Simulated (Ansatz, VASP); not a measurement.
# In2BiSb: VASP beside Ansatz

POSCAR

```
In2BiSb
1.0
    4.7595673651      0.0000000000      0.0000000000
    0.0000000000      4.7595673651      0.0000000000
    0.0000000000      0.0000000000      6.7077722358
Sb In Bi
1 2 1
Direct
    0.0000000000      0.0000000000      0.0000000000
    0.0000000000      0.5000000000      0.7566036942
    0.5000000000      0.0000000000      0.2433963058
    0.5000000000      0.5000000000      0.5000000000
```

File INCAR.step1:

```
PREC     = Accurate       # precision mode
ENCUT    = 520            # plane-wave cutoff, eV
ISMEAR   = -1             # smearing method
SIGMA    = 0.02           # smearing width, eV
LREAL    = False          # projectors in reciprocal space
LASPH    = True           # aspherical terms in the spheres
NELM     = 60             # most SCF steps
NBANDS   = 31             # bands
GGA      = PE             # functional
ALGO     = Normal         # electronic algorithm
EDIFF    = 1E-4           # SCF threshold, eV
LWAVE    = True           # write WAVECAR
LCHARG   = False          # write CHGCAR
```

INCAR.step2

```
PREC     = Accurate       # precision mode
ENCUT    = 520            # plane-wave cutoff, eV
EDIFF    = 1E-6           # SCF threshold, eV
ISMEAR   = -1             # smearing method
SIGMA    = 0.02           # smearing width, eV
LREAL    = False          # projectors in reciprocal space
LASPH    = True           # aspherical terms in the spheres
NELM     = 60             # most SCF steps
ALGO     = Normal         # electronic algorithm
ISIF     = 2              # what is computed and relaxed
LWAVE    = False          # write WAVECAR
LCHARG   = False          # write CHGCAR
METAGGA  = R2SCAN         # meta-GGA
LMIXTAU  = True         
NBANDS   = 31             # bands
ISTART   = 1
```

File KPOINTS:

```
regular mesh
0
Gamma
  4 4 4
```

Input for Ansatz:

```yaml
crystal:
  lattice:
    - [4.7595673651, 0.0, 0.0]
    - [0.0, 4.7595673651, 0.0]
    - [0.0, 0.0, 6.7077722358]
  atoms:
    - { symbol: Sb, position: [0.0, 0.0, 0.0] }
    - { symbol: In, position: [0.0, 0.5, 0.7566036942] }
    - { symbol: Bi, position: [0.5, 0.5, 0.5] }
    - { symbol: In, position: [0.5, 0.0, 0.2433963058] }
kpoints:
  mp_grid: { grid: [4, 4, 4] }
hamiltonian:
  xc: r2scan
scf:
  occupations: { method: fermi_dirac, width: 0.02 }
  n_extra_bands: 5
output:
  forces: true
  stress: true
  eigenvalues: true
```

Alike in both runs: task single point; functional r2SCAN; k mesh 4 × 4 × 4; occupations fermi-dirac, width 0.02 eV; no spin polarisation.

|  | VASP | Ansatz |
| --- | --- | --- |
| version | VASP 6.6.1 | Ansatz 0.2.0 |
| potentials or method | VASP PAW PBE potentials, release 64 (Sb, In_d, Bi_d) | plane waves, PAW |
| plane-wave cutoff (eV) | 520 | 500 |
| valence electrons in the cell | 46 | 56 |

|  | VASP | Ansatz | Ansatz less VASP |
| --- | --- | --- | --- |
| pressure (GPa) | -1.0 | -1.0 | +0.05 |

VASP's potentials were made for PBE, not for r2SCAN. With one functional, cell and mesh, what is left measures potentials, basis and numerics. VASP's potentials hold 46 valence electrons a cell and Ansatz's 56, so a difference there can come from the potentials and not from the codes.

Spin-orbit coupling is off throughout.
